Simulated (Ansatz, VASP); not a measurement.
# Two plane-wave programs on Ge

File POSCAR:

```
Ge
1.0
    4.1037054490      0.0000000000      0.0000000000
   -2.0518527245      3.5539131611      0.0000000000
    0.0000000000      0.0000000000     11.1380250504
Ge
4
Direct
    0.0000000000      0.0000000000      0.9774520000
    0.0000000000      0.0000000000      0.4774520000
    0.3333333333      0.6666666667      0.9148480000
    0.6666666667      0.3333333333      0.4148480000
```

The input INCAR.step1:

```
PREC     = Accurate       # precision mode
ENCUT    = 520            # plane-wave cutoff, eV
ISMEAR   = 0              # smearing method
SIGMA    = 0.15           # smearing width, eV
LREAL    = False          # projectors in reciprocal space
LASPH    = True           # aspherical terms in the spheres
NELM     = 80             # most SCF steps
NBANDS   = 36             # bands
GGA      = PE             # functional
ALGO     = Normal         # electronic algorithm
EDIFF    = 1E-4           # SCF threshold, eV
LWAVE    = True           # write WAVECAR
LCHARG   = False          # write CHGCAR
```

File INCAR.step2:

```
PREC     = Accurate       # precision mode
ENCUT    = 520            # plane-wave cutoff, eV
EDIFF    = 1E-6           # SCF threshold, eV
ISMEAR   = 0              # smearing method
SIGMA    = 0.15           # smearing width, eV
LREAL    = False          # projectors in reciprocal space
LASPH    = True           # aspherical terms in the spheres
NELM     = 80             # most SCF steps
ALGO     = Normal         # electronic algorithm
ISIF     = 2              # what is computed and relaxed
LWAVE    = False          # write WAVECAR
LCHARG   = True           # write CHGCAR
METAGGA  = R2SCAN         # meta-GGA
LMIXTAU  = True         
LELF     = True           # ELF
LVHAR    = True         
NBANDS   = 36             # bands
ISTART   = 1
```

File KPOINTS:

```
Automatic mesh
0
Gamma
  7 7 2
```

Input for Ansatz:

```yaml
crystal:
  lattice:
    - [4.103705448976939, 0.0, 0.0]
    - [-2.0518527244884694, 3.553913161123507, 0.0]
    - [0.0, 0.0, 11.138025050421179]
  atoms:
    - { symbol: Ge, position: [0.0, 0.0, 0.977452] }
    - { symbol: Ge, position: [0.0, 0.0, 0.477452] }
    - { symbol: Ge, position: [0.3333333333333333, 0.6666666666666666, 0.914848] }
    - { symbol: Ge, position: [0.6666666666666666, 0.3333333333333333, 0.414848] }
basis:
  ecutwfc: 653.073269903712
kpoints:
  mp_grid:
    grid: [7, 7, 2]
hamiltonian:
  xc: r2scan
scf:
  occupations:
    method: gaussian
    width: 0.15
output:
  stress: true
```

Alike in both runs: task single point; functional r2SCAN; k mesh 7 × 7 × 2; occupations gaussian, width 0.15 eV; no spin polarisation.

|  | VASP | Ansatz |
| --- | --- | --- |
| version | VASP 6.6.1 | Ansatz 0.2.0 |
| potentials or method | VASP PAW PBE potentials, release 64 (Ge_d), cutoff 520 eV | plane waves, PAW |
| valence electrons in the cell | 56 | 56 |

```csv
,VASP,Ansatz,Ansatz less VASP
pressure (GPa),-2.7,-2.8,-0.01
"traceless stress, the component that is largest in VASP (GPa)",1.83,1.84,+0.013
```

VASP's potentials were made for PBE, not for r2SCAN. The functional is the same, so the differences come from potentials, cutoffs and numerics.
